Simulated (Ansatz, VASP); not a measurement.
## One calculation of Si2W, two programs

```
W Si
1.0
    -1.60690    1.60690    3.91495
     1.60690   -1.60690    3.91495
     1.60690    1.60690   -3.91495
W Si
1 2
Direct
  0.00000 0.00000 0.00000
  0.66530 0.66530 0.00000
  0.33470 0.33470 0.00000
```

Alike in both runs: functional BLYP; k mesh 7 × 7 × 7; occupations fermi-dirac, width 0.05 eV; no spin polarisation.

```csv
,VASP,Ansatz
version,VASP 6.6.1,Ansatz 0.2.0
potentials or method,"VASP PAW PBE potentials, release 64 (W_sv, Si)",Ansatz PAW
plane-wave cutoff (eV),520,420
valence electrons in the cell,22,22
task,single point,projected density of states
```

Ansatz gave:

| Item | Value |
| --- | --- |
| gap on the k mesh at the Fermi level (eV) | none |
| pressure (GPa) | 12.2 |
| traceless stress, the component that is largest in VASP (GPa) | -1.01 |
| rms of the force components (eV/Å) | 0.016 |

Q: Which values does VASP return?

A: gap on the k mesh at the Fermi level (eV): none; pressure (GPa): 13.3; traceless stress, the component that is largest in VASP (GPa): -0.90; rms of the force components (eV/Å): 0.010.

VASP's potentials were made for PBE, not for BLYP. Atom by atom the forces differ by 0.005 eV/Å (rms over components). A gap of «none» marks a metal or a gap that the smearing closes.

The k mesh is coarse, so the values compare programs but aren't converged. Spin-orbit coupling is off throughout.
